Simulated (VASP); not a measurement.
BaTiO3: single point with PBE

The system is BaTiO3.

```
CELL_PARAMETERS angstrom
3.88721 0.00000 0.00000
0.00000 3.88721 0.00000
0.00000 0.00000 3.88684
ATOMIC_POSITIONS crystal
Ba 0.00000 0.00000 0.00847
Ti 0.50000 0.50000 0.50814
O 0.50000 0.50000 0.00880
O 0.50000 0.00000 0.50879
O 0.00000 0.50000 0.50879
```

This cell differs from its parent crystal: volume scaled by 0.88, then relaxed in part.

```
Program             : VASP 6.6.1
Task                : single point
Functional          : PBE
Potentials or basis : VASP PAW PBE potentials, release 64 (Ba_sv, Ti_sv, O)
Cutoff              : 520 eV
k mesh              : 8 × 8 × 8
Occupations         : gaussian, width 0.02 eV
Spin                : no spin polarisation
```

```yaml
Pressure: 23.0 GPa
Largest_force: 0.004 eV/Å
Band_gap_on_the_k_mesh: 1.91 eV, indirect (least direct gap 1.96 eV)
```

Forces on the atoms (eV/Å):
```
Ba   0.000  0.000  0.001
Ti   0.000  0.000  0.004
O    0.000  0.000 -0.002
O    0.000  0.000 -0.001
O    0.000  0.000 -0.001
```

Levels at points of the mesh, in eV from the valence-band top:
| k point | band 17 | band 18 | band 19 | band 20 | band 21 | band 22 | band 23 | band 24 |
| --- | --- | --- | --- | --- | --- | --- | --- | --- |
| (0.00, 0.00, 0.00) | -1.24 | -0.05 | -0.05 | -0.05 | 1.91 | 1.91 | 1.91 | 4.52 |
| (0.50, 0.00, 0.00) | -1.93 | -1.93 | -0.70 | -0.70 | 2.12 | 3.94 | 3.94 | 4.55 |
| (0.50, 0.50, 0.00) | -1.66 | -0.80 | -0.80 | -0.10 | 3.95 | 3.95 | 4.40 | 5.52 |
| (0.00, 0.00, 0.50) | -1.93 | -1.93 | -0.70 | -0.70 | 2.12 | 3.94 | 3.94 | 4.55 |
| (0.50, 0.00, 0.50) | -1.66 | -0.80 | -0.80 | -0.10 | 3.95 | 3.96 | 4.40 | 5.52 |
| (0.50, 0.50, 0.50) | -2.34 | 0.00 | 0.00 | 0.00 | 4.73 | 4.73 | 4.73 | 7.14 |

It took 92 s on 1 thread of Intel(R) Xeon(R) 6975P-C (Granite Rapids), with other jobs on the host, peak memory 0.25 GiB.

Caveat: spin-orbit coupling is left out, which moves the levels of the heavy elements. A k mesh can miss the band edges.
